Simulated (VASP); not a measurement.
Set up this calculation in VASP 6.6.1, as the native input.

| Property | Result |
| --- | --- |
| Task | relaxation of cell and atoms |
| Functional | PBE |
| Potentials or basis | VASP PAW PBE potentials, release 64 (Sn_d, H) |
| Cutoff | 600 eV |
| k mesh | 10 × 10 × 10 |
| Occupations | gaussian, width 0.1 eV |
| Spin | no spin polarisation |
| Dipole correction | no |
| Further INCAR settings | ALGO = Normal; EDIFF = 1e-07; IBRION = 2; EDIFFG = -0.01; NSW = 100; ISIF = 3 |

The structure of Sn3H lies in POSCAR:

```
Sn3H
1.0
    4.6271599200      0.0000000000      0.0000000000
    0.0000000000      4.6271599200      0.0000000000
    0.0000000000      0.0000000000      4.6271599200
Sn H
3 1
Direct
    0.0000000000      0.5000000000      0.5000000000
    0.5000000000      0.0000000000      0.5000000000
    0.5000000000      0.5000000000      0.0000000000
    0.0000000000      0.0000000000      0.0000000000
```

The cell was built from a structure type or drawn by symmetry, and may not be a known phase.

One way to write it, as run:

INCAR

```
PREC = Accurate
ENCUT = 600
EDIFF = 1E-7
ISMEAR = 0
SIGMA = 0.1
LREAL = False
LASPH = True
NELM = 60
ALGO = Normal
ISIF = 3
LWAVE = False
LCHARG = False
GGA = PE
IBRION = 2
NSW = 100
EDIFFG = -0.01
```

KPOINTS

```
Automatic mesh
0
Gamma
  10 10 10
```

Potentials or basis: VASP PAW PBE potentials, release 64 (Sn_d, H).

Run with:

```sh
$ cat potpaw_PBE.64/Sn_d/POTCAR potpaw_PBE.64/H/POTCAR > POTCAR
$ mpirun -np 1 vasp_std > vasp.out
```

Results of the run:

```json
{
  "Relaxed volume": "23.12 Å³/atom",
  "Relaxed cell": "a = 4.522 Å, b = 4.522 Å, c = 4.522 Å, α = 90.00°, β = 90.00°, γ = 90.00°",
  "Space group after relaxing (to 0.1 Å)": "Pm-3m (No. 221)",
  "Energy gained by relaxing": "14.8 meV/atom",
  "Ionic steps": "3",
  "Pressure after relaxing": "0.0 GPa",
  "Band gap on the k mesh": "zero (an odd number of electrons rules out a gap without spin polarisation)"
}
```

Caveat: spin-orbit coupling is left out, which moves the levels of the heavy elements.

It took 7.9 min on 1 thread of Intel Xeon 8259CL (shared host), peak memory 0.34 GiB.
